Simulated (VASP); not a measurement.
# SnGeP6 (R3m) in VASP: a series of runs

The runs below take SnGeP6 through single point, relaxation of cell and atoms, with PBE.

Program: VASP 6.6.1. These are calculated values, not measurements. Logs are shortened: lines on timing, memory, paths and dates and some standing lists are left out, and cuts for length are marked.

**1. The cell of the first run**

The structure is trigonal, space group R3m (No. 160). The conventional cell has a = 7.358 Å, b = 7.358 Å, c = 10.162 Å, α = 90.00°, β = 90.00°, γ = 120.00°. Sn (site symmetry 3m) has 6 P at 2.65 to 2.88 Å within 3.5 Å. Within 3.4 Å of Ge (site symmetry 3m) lie 6 P at 2.61 to 2.86 Å. Within 2.9 Å of P (site symmetry m) lie 2 P at 2.22 Å and 2 Ge at 2.61 to 2.86 Å. Within 2.9 Å of P (site symmetry m) lie 2 P at 2.22 Å and 2 Sn at 2.65 to 2.88 Å.

**2. Single point, PBE**

The input, INCAR:

```
SYSTEM = SnGeP6
PREC = Accurate
ENCUT = 520
EDIFF = 1E-6
ISMEAR = 0
SIGMA = 0.2
LREAL = .FALSE.
LASPH = .TRUE.
NELM = 80
ALGO = Normal
ISIF = 2
LWAVE = .FALSE.
LCHARG = .FALSE.
GGA = PE
NBANDS = 39
```

The input, KPOINTS:

```
Automatic mesh
0
G
  3 3 3
  0 0 0
```

The input, POSCAR:

```
SnGeP6
1.0
    3.6788727432      2.1239981702      3.3873324660
   -3.6788727432      2.1239981702      3.3873324660
    0.0000000000     -4.2479963356      3.3873324690
Sn Ge P
1 1 6
Direct
    0.7580223595      0.7580223595      0.7580223595
    0.2448399725      0.2448399725      0.2448399725
    0.2838517377      0.2838517377      0.7610681604
    0.2467422819      0.6943118752      0.6943118752
    0.2838517377      0.7610681604      0.2838517377
    0.7610681604      0.2838517377      0.2838517377
    0.6943118752      0.6943118752      0.2467422819
    0.6943118752      0.2467422819      0.6943118752
```

Potentials or basis: VASP PAW PBE potentials, release 64 (Sn_d, Ge_d, P).

Launch:

```bash
> cat potpaw_PBE.64/Sn_d/POTCAR potpaw_PBE.64/Ge_d/POTCAR potpaw_PBE.64/P/POTCAR > POTCAR
> mpirun -np 1 vasp_std > vasp.out
```

OUTCAR:

```text
SYSTEM = SnGeP6
   PREC = Accurate
   ENCUT = 520
   EDIFF = 1E-6
   ISMEAR = 0
   LREAL = .FALSE.
   LASPH = .TRUE.
   NELM = 80
   ISIF = 2
   GGA = PE

 ion  position               nearest neighbor table
   1  0.758  0.758  0.758-   7 2.65   4 2.65   8 2.65   7 2.88   8 2.88   4 2.88
   2  0.245  0.245  0.245-   3 2.61   5 2.61   6 2.61   3 2.86   6 2.86   5 2.86
   3  0.284  0.284  0.761-   4 2.22   8 2.22   2 2.61   2 2.86
   4  0.247  0.694  0.694-   5 2.22   3 2.22   1 2.65   1 2.88
   5  0.284  0.761  0.284-   4 2.22   7 2.22   2 2.61   2 2.86
   6  0.761  0.284  0.284-   8 2.22   7 2.22   2 2.61   2 2.86
   7  0.694  0.694  0.247-   5 2.22   6 2.22   1 2.65   1 2.88
   8  0.694  0.247  0.694-   6 2.22   3 2.22   1 2.65   1 2.88

  LATTYP: Found a trigonal (rhomboedric) cell.
 ALAT       =     5.4331845287
 COS(alpha) =     0.0830395261

  Lattice vectors:

 A1 = (   3.6788727432,   2.1239981702,   3.3873324660)
 A2 = (  -3.6788727432,   2.1239981702,   3.3873324660)
 A3 = (   0.0000000000,  -4.2479963356,   3.3873324690)

Analysis of symmetry for initial positions (statically):
=====================================================================
 Subroutine PRICEL returns:
 Original cell was already a primitive cell.

 Routine SETGRP: Setting up the symmetry group for a
 trigonal (rhombohedral) supercell.

 Subroutine GETGRP returns: Found  6 space group operations
 (whereof  6 operations were pure point group operations)
 out of a pool of 12 trial point group operations.

The static configuration has the point symmetry C_3v.

Analysis of symmetry for dynamics (positions and initial velocities):
=====================================================================
 Subroutine PRICEL returns:
 Original cell was already a primitive cell.

 Routine SETGRP: Setting up the symmetry group for a
 trigonal (rhombohedral) supercell.

 Subroutine GETGRP returns: Found  6 space group operations
 (whereof  6 operations were pure point group operations)
 out of a pool of 12 trial point group operations.

The dynamic configuration has the point symmetry C_3v.

 Subroutine INISYM returns: Found  6 space group operations
 (whereof  6 operations are pure point group operations),
 and found     1 'primitive' translations

----------------------------------------------------------------------------------------

                                     Primitive cell

  volume of cell :     158.8100

  direct lattice vectors                    reciprocal lattice vectors
     3.678872743  2.123998170  3.387332466     0.135911198  0.078468367  0.098405851
    -3.678872743  2.123998170  3.387332466    -0.135911198  0.078468367  0.098405851
     0.000000000 -4.247996336  3.387332469     0.000000000 -0.156936733  0.098405851

  length of vectors
     5.433184529  5.433184529  5.433184529     0.185237279  0.185237279  0.185237279

  position of ions in fractional coordinates (direct lattice)
     0.758022360  0.758022360  0.758022360
     0.244839973  0.244839973  0.244839973
     0.283851738  0.283851738  0.761068160
     0.246742282  0.694311875  0.694311875
     0.283851738  0.761068160  0.283851738
     0.761068160  0.283851738  0.283851738
     0.694311875  0.694311875  0.246742282
     0.694311875  0.246742282  0.694311875

  ion indices of the primitive-cell ions
   primitive index   ion index
                 1           1
                 2           2
                 3           3
                 4           4
                 5           5
                 6           6
                 7           7
                 8           8

----------------------------------------------------------------------------------------

 KPOINTS: Automatic mesh

Automatic generation of k-mesh.
 Grid dimensions read from file:
 generate k-points for:    3    3    3

 Generating k-lattice:

  Cartesian coordinates                     Fractional coordinates (reciprocal lattice)
     0.045303733  0.026156122  0.032801950     0.333333333  0.000000000 -0.000000000
    -0.045303733  0.026156122  0.032801950     0.000000000  0.333333333 -0.000000000
     0.000000000 -0.052312244  0.032801950     0.000000000  0.000000000  0.333333333

  Length of vectors
     0.061745760  0.061745760  0.061745760

  Shift w.r.t. Gamma in fractional coordinates (k-lattice)
     0.000000000  0.000000000  0.000000000

 Subroutine IBZKPT returns following result:
 ===========================================

 Found      6 irreducible k-points:

 Following reciprocal coordinates:
            Coordinates               Weight
  0.000000  0.000000  0.000000      1.000000
  0.333333  0.000000  0.000000      6.000000
  0.333333  0.333333  0.000000      6.000000
 -0.333333  0.333333  0.000000      6.000000
  0.333333  0.333333  0.333333      2.000000
 -0.333333  0.333333  0.333333      6.000000
   k-points           NKPTS =      6   k-points in BZ     NKDIM =      6   number of bands    NBANDS=     39
   number of dos      NEDOS =    301   number of ions     NIONS =      8
   total plane-waves  NPLWV =  64000
   dimension x,y,z NGX =    40 NGY =   40 NGZ =   40
   dimension x,y,z NGXF=    80 NGYF=   80 NGZF=   80
   ions per type =               1   1   6
   NGX,Y,Z   is equivalent  to a cutoff of  12.24, 12.24, 12.24 a.u.
   NGXF,Y,Z  is equivalent  to a cutoff of  24.48, 24.48, 24.48 a.u.
 SYSTEM =  SnGeP6
   PREC   = accura    normal or accurate (medium, high low for compatibility)
   ISTART =      0    job   : 0-new  1-cont  2-samecut
   ICHARG =      2    charge: 1-file 2-atom 10-const
   ISPIN  =      1    spin polarized calculation?
   LNONCOLLINEAR =      F non collinear calculations
   LSORBIT =      F    spin-orbit coupling
   LASPH  =      T    aspherical Exc in radial PAW
   ENCUT  =  520.0 eV  38.22 Ry    6.18 a.u.  10.10 10.10 10.10*2*pi/ulx,y,z
   NELM   =     80;   NELMIN=  2; NELMDL= -5     # of ELM steps
   EDIFF  = 0.1E-05   stopping-criterion for ELM
   LREAL  =      F    real-space projection
   EDIFFG = 0.1E-04   stopping-criterion for IOM
   NSW    =      0    number of steps for IOM
   IBRION =     -1    ionic relax: 0-MD 1-quasi-New 2-CG
   NFREE  =      0    steps in history (QN), initial steepest desc. (CG)
   ISIF   =      2    stress and relaxation
   ISYM   =      2    0-nonsym 1-usesym 2-fastsym
   POTIM  = 0.5000    time-step for ionic-motion
   TEBEG  =    0.0;   TEEND  =   0.0 temperature during run
   PSTRESS=    0.0 pullay stress
   NELECT =      58.0000    total number of electrons
   NUPDOWN=      -1.0000    fix difference up-down
   EMIN   =  10.00;   EMAX   =-10.00  energy-range for DOS
   EFERMI =   0.00;   METHOD = LEGACY
   ISMEAR =     0;   SIGMA  =   0.20  broadening in eV -4-tet -1-fermi 0-gaus
   EFERMI_NEDOS =   21; number of points for ismear=-14 and -15
   IALGO  =     38    algorithm
   IMIX   =      4    mixing-type and parameters
     AMIX     =   0.40;   BMIX     =  1.00
     AMIX_MAG =   1.60;   BMIX_MAG =  1.00
  volume/ion in A,a.u.               =      19.85       133.96
  Fermi-wavevector in a.u.,A,eV,Ry     =   1.170195  2.211348 18.631218  1.369356
  Thomas-Fermi vector in A             =   2.306657
   LORBIT       =      0    0 simple, 1 ext, 2 COOP (PROOUT), +10 PAW based schemes
   GGA     = PE    functional components
   LHFCALC =     F    Hartree Fock is set to
   AEXX    =    0.0000 exact exchange contribution
   IVDW    =     0    specifies the selected vdW correction
   LEPSILON=     F    determine dielectric tensor
   LRPA    =     F    only Hartree local field effects (RPA)
 non-spin polarized calculation
 Gauss-broadening in eV      SIGMA  =   0.20
  energy-cutoff  :      520.00
  volume of cell :      158.81
 maximum number of plane-waves:      4283
   NGX = 21   NGY = 21   NGZ = 21

 number of electron      58.0000018 magnetization

 Free energy of the ion-electron system (eV)
  ---------------------------------------------------
  ext. energy  EPLUGINS =         0.00000000
  ---------------------------------------------------
  free energy    TOTEN  =       -40.71834531 eV

  energy without entropy =      -40.69198626  energy(sigma->0) =      -40.70516578

 E-fermi :   6.7734     XC(G=0): -10.1381

 val. band max:        6.5930664597   @ k =  -0.3333   0.3333   0.3333
 cond. band min:       7.0377719894   @ k =   0.3333   0.0000   0.0000
 fundamental gap:      0.4447055296
 Fermi energy:         6.7734110976

 k-point     1 :       0.0000    0.0000    0.0000
  band No.  band energies     occupation
      1     -17.6960      2.00000
      2     -17.6960      2.00000
      3     -17.6885      2.00000
      4     -17.6832      2.00000
      5     -17.6832      2.00000
      6     -15.0080      2.00000
[... 31 lines left out ...]
     38      13.1659      0.00000
     39      13.1659      0.00000

 k-point     2 :       0.3333    0.0000    0.0000
  band No.  band energies     occupation
      1     -17.6960      2.00000
      2     -17.6954      2.00000
      3     -17.6885      2.00000
      4     -17.6832      2.00000
      5     -17.6832      2.00000
      6     -15.0079      2.00000
[... 31 lines left out ...]
     38      11.2549      0.00000
     39      12.3730      0.00000

 k-point     3 :       0.3333    0.3333    0.0000
  band No.  band energies     occupation
      1     -17.6957      2.00000
      2     -17.6951      2.00000
      3     -17.6886      2.00000
      4     -17.6832      2.00000
      5     -17.6832      2.00000
      6     -15.0061      2.00000
[... 31 lines left out ...]
     38      10.7515      0.00000
     39      11.1694      0.00000

 k-point     4 :      -0.3333    0.3333    0.0000
  band No.  band energies     occupation
      1     -17.6957      2.00000
      2     -17.6951      2.00000
      3     -17.6886      2.00000
      4     -17.6832      2.00000
      5     -17.6832      2.00000
      6     -15.0060      2.00000
[... 31 lines left out ...]
     38      10.9300      0.00000
     39      11.1227      0.00000

 k-point     5 :       0.3333    0.3333    0.3333
  band No.  band energies     occupation
      1     -17.6951      2.00000
      2     -17.6951      2.00000
      3     -17.6886      2.00000
      4     -17.6832      2.00000
      5     -17.6832      2.00000
      6     -15.0022      2.00000
[... 31 lines left out ...]
     38       9.5857      0.00000
     39      10.4442      0.00000

 k-point     6 :      -0.3333    0.3333    0.3333
  band No.  band energies     occupation
      1     -17.6951      2.00000
      2     -17.6951      2.00000
      3     -17.6886      2.00000
      4     -17.6832      2.00000
      5     -17.6832      2.00000
      6     -15.0023      2.00000
[... 31 lines left out ...]
     38       9.9342      0.00000
     39      10.1425      0.00000

------------------------ aborting loop because EDIFF is reached ----------------------------------------

  FORCE on cell =-STRESS in cart. coord.  units (eV):
  Direction    XX          YY          ZZ          XY          YZ          ZX
  --------------------------------------------------------------------------------------
  -------------------------------------------------------------------------------------
  Total       -0.1958945     -0.1958945      0.3145685      0.0000000      0.0000000      0.0000000
  in kB       -1.9763094     -1.9763094      3.1735684      0.0000000      0.0000000      0.0000000
  external PRESSURE =      -0.2596835 kB  Pullay stress =       0.0000000 kB

 VOLUME and BASIS-vectors are now :
 -----------------------------------------------------------------------------
  energy-cutoff  :      520.00
  volume of cell :      158.81
      direct lattice vectors                 reciprocal lattice vectors
     3.678872743  2.123998170  3.387332466     0.135911198  0.078468367  0.098405851
    -3.678872743  2.123998170  3.387332466    -0.135911198  0.078468367  0.098405851
     0.000000000 -4.247996336  3.387332469     0.000000000 -0.156936733  0.098405851

 POSITION                                       TOTAL-FORCE (eV/Angst)
 -----------------------------------------------------------------------------------
      0.00000      0.00000      7.70302         0.000000      0.000000      0.016581
      0.00000      0.00000      2.48806         0.000000     -0.000000     -0.057723
      0.00000     -2.02721      4.50099         0.000000     -0.004766      0.008673
     -1.64655     -0.95064      5.53953        -0.010863     -0.006272      0.005041
     -1.75562      1.01361      4.50099        -0.004127      0.002383      0.008673
      1.75562      1.01361      4.50099         0.004127      0.002383      0.008673
      0.00000      1.90127      5.53953         0.000000      0.012544      0.005041
      1.64655     -0.95064      5.53953         0.010863     -0.006272      0.005041
 -----------------------------------------------------------------------------------
    total drift:                                0.000000      0.000002     -0.001016

  FREE ENERGIE OF THE ION-ELECTRON SYSTEM (eV)
  ---------------------------------------------------
  free  energy   TOTEN  =       -40.7183453113 eV

  energy  without entropy=      -40.6919862576  energy(sigma->0) =      -40.70516578
```

It took 26 s on 1 thread of AMD EPYC 9755, shared host; peak memory 0.21 GiB.

Results:

```
Free energy            : -40.7183 eV
Pressure               : 0.0 GPa
Largest force          : 0.058 eV/Å
Band gap on the k mesh : zero (bands 29 and 30 overlap by 1.31 eV)
```

Forces in eV/Å, atoms in the order of the input:
```
Sn   0.000  0.000  0.017
Ge   0.000  0.000 -0.058
P    0.000 -0.005  0.009
P   -0.011 -0.006  0.005
P   -0.004  0.002  0.009
P    0.004  0.002  0.009
P    0.000  0.013  0.005
P    0.011 -0.006  0.005
```

Caveat: the k points lie up to 0.39 Å⁻¹ apart, too coarse for converged energies and pressures of a metal; spin-orbit coupling is left out, which moves the levels of the heavy elements.

**3. Relaxation of cell and atoms, PBE**

The input, INCAR:

```
ALGO = Normal
EDIFF = 1E-7
EDIFFG = -0.08
ENCUT = 600
GGA = PE
IBRION = 2
ISIF = 3
ISMEAR = 0
LASPH = T
LCHARG = F
LREAL = F
LWAVE = F
NELM = 100
NSW = 36
PREC = Accurate
SIGMA = 0.2
```

The input, KPOINTS:

```
k-points
0
Gamma
  3 3 3
```

The input, POSCAR:

```
SnGeP6
1.0
    3.6250000000      2.0928947300      3.4833333300
   -3.6250000000      2.0928947300      3.4833333300
    0.0000000000     -4.1857894500      3.4833333300
Sn Ge P
1 1 6
Direct
    0.7410000000      0.7410000000      0.7410000000
    0.2260000000      0.2260000000      0.2260000000
    0.2950000000      0.2950000000      0.7740000000
    0.2260000000      0.7050000000      0.7050000000
    0.2950000000      0.7740000000      0.2950000000
    0.7740000000      0.2950000000      0.2950000000
    0.7050000000      0.7050000000      0.2260000000
    0.7050000000      0.2260000000      0.7050000000
```

Potentials or basis: VASP PAW PBE potentials, release 64 (Sn_d, Ge_d, P).

Launch:

```bash
> cat potpaw_PBE.64/Sn_d/POTCAR potpaw_PBE.64/Ge_d/POTCAR potpaw_PBE.64/P/POTCAR > POTCAR
> mpirun -np 1 vasp_std > vasp.out
```

Run time: 10 min. Hardware: 1 thread of AMD EPYC 9755, shared host; peak memory 0.32 GiB.

Results (log left out):

| Item | Value |
| --- | --- |
| Free energy | -40.7155 eV |
| Relaxed volume | 20.07 Å³/atom |
| Relaxed cell | a = 5.463 Å, b = 5.463 Å, c = 5.463 Å, α = 84.06°, β = 84.06°, γ = 84.06° |
| Space group after relaxing (to 0.1 Å) | R3m (No. 160) |
| Energy gained by relaxing | 36.4 meV/atom |
| Ionic steps | 13 |
| Pressure after relaxing | 0.0 GPa |
| Largest force after relaxing | 0.077 eV/Å |
| Band gap on the k mesh | zero (bands 29 and 30 overlap by 1.31 eV) |

Forces in eV/Å, atoms in the order of the input:
```
Sn   0.000  0.000  0.049
Ge   0.000  0.000 -0.028
P    0.000  0.047 -0.047
P   -0.057 -0.033  0.040
P    0.040 -0.023 -0.047
P   -0.040 -0.023 -0.047
P    0.000  0.066  0.040
P    0.057 -0.033  0.040
```

Stress tensor (GPa, compression positive):
```
 0.13  0.00  0.00
 0.00  0.13  0.00
 0.00  0.00 -0.31
```

Step by step:
```csv
step,energy change (eV),largest force (eV/Å),pressure (GPa),volume (Å³)
1,0.0000,1.1763,2.13,158.56
2,-0.1663,0.4684,-1.60,164.67
3,-0.1676,0.4345,-1.33,164.18
4,-0.2128,0.3659,0.23,161.68
5,-0.2128,0.3715,0.32,161.57
6,-0.2298,0.2666,0.25,161.96
7,-0.2567,0.2366,0.09,163.12
8,-0.2578,0.2645,0.06,163.41
9,-0.2714,0.1180,-0.59,163.97
10,-0.2741,0.0707,-1.01,164.34
11,-0.2851,0.0499,-0.51,162.54
12,-0.2878,0.1257,-0.09,161.18
13,-0.2914,0.0771,-0.02,160.60
```

Final structure:
```
Sn Ge P
1.0
     3.65757    2.11170    3.46546
    -3.65757    2.11170    3.46546
     0.00000   -4.22339    3.46546
Sn Ge P
1 1 6
Direct
  0.75399 0.75399 0.75399
  0.24612 0.24612 0.24612
  0.28511 0.28511 0.76582
  0.24341 0.69373 0.69373
  0.28511 0.76582 0.28511
  0.76582 0.28511 0.28511
  0.69373 0.69373 0.24341
  0.69373 0.24341 0.69373
```

Levels at points of the mesh, in eV from the Fermi level:
```csv
k point,band 27,band 28,band 29,band 30,band 31,band 32
"(0.00, 0.00, 0.00)",-2.83,-1.57,-1.46,-1.46,1.45,1.45
```

Caveat: the k points lie up to 0.39 Å⁻¹ apart in the final cell, too coarse for converged energies and pressures of a metal; spin-orbit coupling is left out, which moves the levels of the heavy elements; the relaxation stopped at a loose force limit of 0.08 eV/Å, so its end isn't a converged minimum.

The gap in the log of VASP goes by the Fermi energy; the results here count the filled bands.